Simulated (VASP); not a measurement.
BeSe (alt), 2 atoms in the cell. It takes space group F-43m (No. 216, cubic). Conventional cell: a = 5.178 Å, b = 5.178 Å, c = 5.178 Å, α = 90.00°, β = 90.00°, γ = 90.00°. Be (site symmetry -43m) has 4 Se at 2.24 Å within 3.0 Å. Se (site symmetry -43m) has 4 Be at 2.24 Å within 3.0 Å. 

```yaml
Program: VASP 6.6.1
Task: single point
Functional: PBE
Potentials_or_basis: VASP PAW PBE potentials, release 64 (Be, Se)
Cutoff: 600 eV
k_mesh: 8 × 8 × 8
Occupations: gaussian, width 0.02 eV
Spin: no spin polarisation
Dipole_correction: no
Further_INCAR_settings: ALGO = Normal; EDIFF = 1e-06; NBANDS = 11
```

Potentials or basis: VASP PAW PBE potentials, release 64 (Be, Se).

Command:

```console
$ cat potpaw_PBE.64/Be/POTCAR potpaw_PBE.64/Se/POTCAR > POTCAR
$ mpirun -np 1 vasp_std > vasp.out
```

Hardware: 1 thread of Intel Xeon 6975P-C, on a shared host.

Estimate the wall time of this run.

It took 15 s on 1 thread of Intel Xeon 6975P-C (shared host), peak memory 0.17 GiB. Counts: scf iterations 12, k points 29.
